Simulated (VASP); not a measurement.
Write the native input for VASP 6.6.1 that does the following.

```
Task                   : single point
Functional             : PBE
Potentials or basis    : VASP PAW PBE potentials, release 64 (Rh_pv)
Cutoff                 : 520 eV
k mesh                 : 23 × 23 × 23
Occupations            : fermi-dirac, width 0.05 eV
Spin                   : collinear spin, ferromagnetic start
Starting moments       : [1.0] μB
Dipole correction      : no
Further INCAR settings : ALGO = Normal; EDIFF = 1e-06; NBANDS = 18
```

The structure of Rh lies in POSCAR:

```
Rh
1.0
    0.0000000000      1.8893373109      1.8893373109
    1.8893373109      0.0000000000      1.8893373109
    1.8893373109      1.8893373109      0.0000000000
Rh
1
Direct
    0.0000000000      0.0000000000      0.0000000000
```

One way to write it, as run:

INCAR

```
PREC     = Accurate       # precision mode
ENCUT    = 520            # plane-wave cutoff, eV
EDIFF    = 1E-6           # SCF threshold, eV
ISMEAR   = -1             # smearing method
SIGMA    = 0.05           # smearing width, eV
LREAL    = False          # projectors in reciprocal space
LASPH    = True           # aspherical terms in the spheres
NELM     = 150            # most SCF steps
ALGO     = Normal         # electronic algorithm
ISIF     = 2              # what is computed and relaxed
LWAVE    = False          # write WAVECAR
LCHARG   = False          # write CHGCAR
ISPIN    = 2              # spin polarisation
MAGMOM   = 1              # initial moments
LORBIT   = 11             # projections on sites
LMAXMIX  = 4              # l up to which the mixer works
GGA      = PE             # functional
NBANDS   = 18             # bands
```

KPOINTS

```
regular mesh
0
Gamma
  23 23 23
```

Potentials or basis: VASP PAW PBE potentials, release 64 (Rh_pv).

Command:

```sh
$ cat potpaw_PBE.64/Rh_pv/POTCAR > POTCAR
$ mpirun -np 1 vasp_std > vasp.out
```

It gave:

```json
{"Pressure": "11.6 GPa", "Net moment": "0.00 μB per cell", "Valence electrons inside the program's atomic spheres": "Rh 13.82"}
```

Caveat: the cell stands under pressure.

Run time: 4.3 min on 1 thread of Intel Xeon 8259CL, with other jobs on the host, peak memory 0.24 GiB.
